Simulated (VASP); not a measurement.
Set up this calculation in VASP 6.6.1, as the native input.

```yaml
Task: single point
Functional: PBE
Potentials_or_basis: VASP PAW PBE potentials, release 64 (Cu_sv_GW, O)
Cutoff: 610 eV
k_mesh: 5 × 5 × 3
Occupations: fermi-dirac, width 0.05 eV
Spin: no spin polarisation
Dipole_correction: no
k_mesh_for_the_DOS: 8 × 8 × 5
Occupations_for_the_DOS: tetrahedron
Further_INCAR_settings: ALGO = Normal; EDIFF = 1e-06; NBANDS = 33
```

CuO:

```
Cu O
1.0
     1.99097   -2.15355    0.00000
     1.99097    2.15355    0.00000
     0.00000    0.00000    5.15593
Cu O
2 2
Direct
  0.50000 0.00000 0.00000
  0.00000 0.50000 0.50000
  0.50000 0.50000 0.25000
  0.50000 0.50000 0.75000
```

One way to write it, as run:

POSCAR

```
CuO
1.0
    1.9909680000     -2.1535500000      0.0000000000
    1.9909680000      2.1535500000      0.0000000000
    0.0000000000      0.0000000000      5.1559280000
Cu O
2 2
Direct
    0.5000000000      0.0000000000      0.0000000000
    0.0000000000      0.5000000000      0.5000000000
    0.5000000000      0.5000000000      0.2500000000
    0.5000000000      0.5000000000      0.7500000000
```

INCAR.step1

```
SYSTEM = CuO
PREC = Accurate
ENCUT = 610
EDIFF = 1E-6
ISMEAR = -1
SIGMA = 0.05
LREAL = .FALSE.
LASPH = .TRUE.
NELM = 120
ALGO = Normal
ISIF = 2
LWAVE = .FALSE.
LCHARG = .TRUE.
LMAXMIX = 4
GGA = PE
NBANDS = 33
GGA_COMPAT = .FALSE.
NEDOS = 2001
LORBIT = 11
```

KPOINTS.step1

```
Automatic mesh
0
G
  5 5 3
  0 0 0
```

INCAR.step2

```
SYSTEM = CuO
PREC = Accurate
ENCUT = 610
EDIFF = 1E-6
ISMEAR = -5
SIGMA = 0.05
LREAL = .FALSE.
LASPH = .TRUE.
NELM = 120
ALGO = Normal
ISIF = 2
LWAVE = .FALSE.
LCHARG = .FALSE.
LMAXMIX = 4
GGA = PE
LORBIT = 10
NBANDS = 33
NEDOS = 1001
ICHARG = 11
GGA_COMPAT = .FALSE.
```

KPOINTS.step2

```
Automatic mesh
0
G
  8 8 5
  0 0 0
```

Potentials or basis: VASP PAW PBE potentials, release 64 (Cu_sv_GW, O).

Launch:

```sh
$ cat potpaw_PBE.64/Cu_sv_GW/POTCAR potpaw_PBE.64/O/POTCAR > POTCAR
$ cp INCAR.step1 INCAR
$ cp KPOINTS.step1 KPOINTS
$ mpirun -np 1 vasp_std > vasp.out
$ cp INCAR.step2 INCAR
$ cp KPOINTS.step2 KPOINTS
$ mpirun -np 1 vasp_std > vasp.out
```

Results of the run:

```
Valence electrons inside the program's atomic spheres : Cu 17.52; O 4.96
```

Caveat: the k points lie up to 0.43 Å⁻¹ apart.

It took 79 s on 1 thread of AMD EPYC 9R45 96-Core Processor (Zen 5), on a shared host, peak memory 0.21 GiB.
